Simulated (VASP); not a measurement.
# Hf (P6_3/mmc) in VASP: notebook, part 2 of 2

VASP 6.6.1.

## 3. Relaxation of cell and atoms, PBE

File INCAR:

```
PREC = Accurate
ENCUT = 600
EDIFF = 1E-7
ISMEAR = -1
SIGMA = 0.05
LREAL = False
LASPH = True
NELM = 80
ALGO = Normal
ISIF = 3
LWAVE = False
LCHARG = False
GGA = PE
IBRION = 2
NSW = 60
EDIFFG = -0.005
```

File KPOINTS:

```
regular mesh
0
Gamma
  14 14 8
```

File POSCAR:

```
Hf
1.0
    3.1801497063      0.0000000000      0.0000000000
   -1.5900748532      2.7540904335      0.0000000000
    0.0000000000      0.0000000000      5.1518425242
Hf
2
Direct
    0.3333333333      0.6666666667      0.2500000000
    0.6666666667      0.3333333333      0.7500000000
```

Potentials or basis: VASP PAW PBE potentials, release 64 (Hf_pv).

Run with:

```sh
$ cat potpaw_PBE.64/Hf_pv/POTCAR > POTCAR
$ mpirun -np 1 vasp_std > vasp.out
```

OUTCAR:

```text
PREC = Accurate
   ENCUT = 600
   EDIFF = 1E-7
   ISMEAR = -1
   LREAL = False
   LASPH = True
   NELM = 80
   ISIF = 3
   GGA = PE
   IBRION = 2
   NSW = 60
   EDIFFG = -0.005

 ion  position               nearest neighbor table
   1  0.333  0.667  0.250-   2 3.16   2 3.16   2 3.16   2 3.16   2 3.16   2 3.16
   2  0.667  0.333  0.750-   1 3.16   1 3.16   1 3.16   1 3.16   1 3.16   1 3.16

  LATTYP: Found a hexagonal cell.
 ALAT       =     3.1801497063
 C/A-ratio  =     1.6200000000

  Lattice vectors:

 A1 = (   3.1801497063,   0.0000000000,   0.0000000000)
 A2 = (  -1.5900748532,   2.7540904335,   0.0000000000)
 A3 = (   0.0000000000,   0.0000000000,   5.1518425242)

Analysis of symmetry for initial positions (statically):
=====================================================================
 Subroutine PRICEL returns:
 Original cell was already a primitive cell.

 Routine SETGRP: Setting up the symmetry group for a
 hexagonal supercell.

 Subroutine GETGRP returns: Found 24 space group operations
 (whereof 12 operations were pure point group operations)
 out of a pool of 24 trial point group operations.

The static configuration has the point symmetry D_3d.
 The point group associated with its full space group is D_6h.

Analysis of symmetry for dynamics (positions and initial velocities):
=====================================================================
 Subroutine PRICEL returns:
 Original cell was already a primitive cell.

 Routine SETGRP: Setting up the symmetry group for a
 hexagonal supercell.

 Subroutine GETGRP returns: Found 24 space group operations
 (whereof 12 operations were pure point group operations)
 out of a pool of 24 trial point group operations.

The dynamic configuration has the point symmetry D_3d.
 The point group associated with its full space group is D_6h.

 Subroutine INISYM returns: Found 24 space group operations
 (whereof 12 operations are pure point group operations),
 and found     1 'primitive' translations

[... 135 lines left out ...]
 number of electron      20.0000002 magnetization

 Free energy of the ion-electron system (eV)
  ---------------------------------------------------
  ext. energy  EPLUGINS =         0.00000000
  ---------------------------------------------------
  free energy    TOTEN  =       -19.84961026 eV

  energy without entropy =      -19.83747827  energy(sigma->0) =      -19.84354427

------------------------ aborting loop because EDIFF is reached ----------------------------------------

  FORCE on cell =-STRESS in cart. coord.  units (eV):
  Direction    XX          YY          ZZ          XY          YZ          ZX
  --------------------------------------------------------------------------------------
  -------------------------------------------------------------------------------------
  Total        0.1220094      0.1220094     -0.7614149     -0.0000000      0.0000000     -0.0000000
  in kB        4.3322686      4.3322686    -27.0360726     -0.0000000      0.0000000     -0.0000000
  external PRESSURE =      -6.1238451 kB  Pullay stress =       0.0000000 kB
[... 131 lines left out ...]
--------------------------------------- Ionic step        5  -------------------------------------------

 number of electron      20.0000002 magnetization

 Free energy of the ion-electron system (eV)
  ---------------------------------------------------
  ext. energy  EPLUGINS =         0.00000000
  ---------------------------------------------------
  free energy    TOTEN  =       -19.85771244 eV

  energy without entropy =      -19.84684524  energy(sigma->0) =      -19.85227884

 E-fermi :   4.9015     XC(G=0): -11.2699

 val. band max:        4.8889998077   @ k =   0.2857   0.2857   0.2500
 cond. band min:       4.9050376988   @ k =   0.4286   0.1429   0.3750
 fundamental gap:      0.0160378911
 Fermi energy:         4.9014988961

 k-point     1 :       0.0000    0.0000    0.0000
  band No.  band energies     occupation
      1     -26.1821      2.00000
      2     -25.4438      2.00000
      3     -25.4438      2.00000
      4     -25.3203      2.00000
      5     -25.3159      2.00000
      6     -25.3159      2.00000
      7      -2.4728      2.00000
      8       1.2037      2.00000
      9       5.5453      0.00001
     10       6.0750      0.00000
     11       6.0750      0.00000
     12       6.3728      0.00000
     13       6.8981      0.00000
     14       6.8981      0.00000
[... 377 lines left out ...]
      1     -25.9084      2.00000
      2     -25.7692      2.00000
      3     -25.7663      2.00000
      4     -25.7059      2.00000
      5     -25.6363      2.00000
      6     -25.6084      2.00000
      7       2.7744      2.00000
      8       2.8520      2.00000
      9       3.2616      2.00000
     10       3.4266      2.00000
     11       5.2185      0.00352
     12       5.3646      0.00019
     13       6.9102      0.00000
     14       9.9457      0.00000

 [... further k-points ...]

------------------------ aborting loop because EDIFF is reached ----------------------------------------

  FORCE on cell =-STRESS in cart. coord.  units (eV):
  Direction    XX          YY          ZZ          XY          YZ          ZX
  --------------------------------------------------------------------------------------
  -------------------------------------------------------------------------------------
  Total        0.0013748      0.0013748      0.0018888     -0.0000000      0.0000000     -0.0000000
  in kB        0.0490853      0.0490853      0.0674399     -0.0000000      0.0000000     -0.0000000
  external PRESSURE =       0.0552035 kB  Pullay stress =       0.0000000 kB
[... 17 lines left out ...]
  FREE ENERGIE OF THE ION-ELECTRON SYSTEM (eV)
  ---------------------------------------------------
  free  energy   TOTEN  =       -19.8577124365 eV

  energy  without entropy=      -19.8468452356  energy(sigma->0) =      -19.85227884

 reached required accuracy - stopping structural energy minimisation
```

CONTCAR:

```text
Hf
   1.00000000000000
     3.2014664213975088   -0.0000000000003888    0.0000000000000000
    -1.6007332107494263    2.7725512503000052   -0.0000000000000000
    -0.0000000000000000    0.0000000000000000    5.0554524710297200
  Hf
     2
Direct
     0.3333333332999970    0.6666666667000030    0.2500000000000000
     0.6666666667000030    0.3333333332999970    0.7500000000000000

  0.00000000E+00  0.00000000E+00  0.00000000E+00
  0.00000000E+00  0.00000000E+00  0.00000000E+00
```

It took 2.1 min on 1 thread of Intel Xeon Platinum 8559C (Emerald Rapids), shared host; peak memory 0.24 GiB.

Results:

- Free energy: -19.8577 eV
- Relaxed volume: 22.44 Å³/atom
- Relaxed cell: a = 3.201 Å, b = 3.201 Å, c = 5.055 Å, α = 90.00°, β = 90.00°, γ = 120.00°
- Space group after relaxing (to 0.1 Å): P6_3/mmc (No. 194)
- Energy gained by relaxing: 4.1 meV/atom
- Ionic steps: 5
- Pressure after relaxing: 0.0 GPa
- Band gap on the k mesh: zero (bands 10 and 11 overlap by 1.54 eV)

Step by step:
```csv
step,energy change (eV),largest force (eV/Å),pressure (GPa),volume (Å³)
1,0.0000,0.0000,-0.61,45.12
2,-0.0071,0.0000,0.79,44.55
3,-0.0072,0.0000,0.71,44.58
4,-0.0076,0.0000,-0.51,45.09
5,-0.0081,0.0000,0.01,44.87
```

Final structure:
```xyz
2
Lattice="3.2015 0.0000 0.0000 -1.6007 2.7726 0.0000 0.0000 0.0000 5.0555" Properties=species:S:1:pos:R:3 pbc="T T T"
Hf    0.0000    1.8484    1.2639
Hf    1.6007    0.9242    3.7916
```

Levels at points of the mesh, in eV from the Fermi level:
| k point | band 8 | band 9 | band 10 | band 11 | band 12 | band 13 |
| --- | --- | --- | --- | --- | --- | --- |
| (0.00, 0.00, 0.00) | -3.70 | 0.64 | 1.17 | 1.17 | 1.47 | 2.00 |
| (0.50, 0.00, 0.00) | -2.74 | -2.22 | -0.82 | 0.78 | 0.87 | 1.68 |
| (0.00, 0.00, 0.50) | -5.40 | 0.15 | 0.15 | 1.06 | 1.06 | 1.06 |
| (0.50, 0.00, 0.50) | -3.40 | -0.98 | -0.98 | 1.16 | 1.16 | 2.63 |

Caveat: spin-orbit coupling is left out, which moves the levels of the heavy elements.

The gap in the log of VASP goes by the Fermi energy; the results here count the filled bands.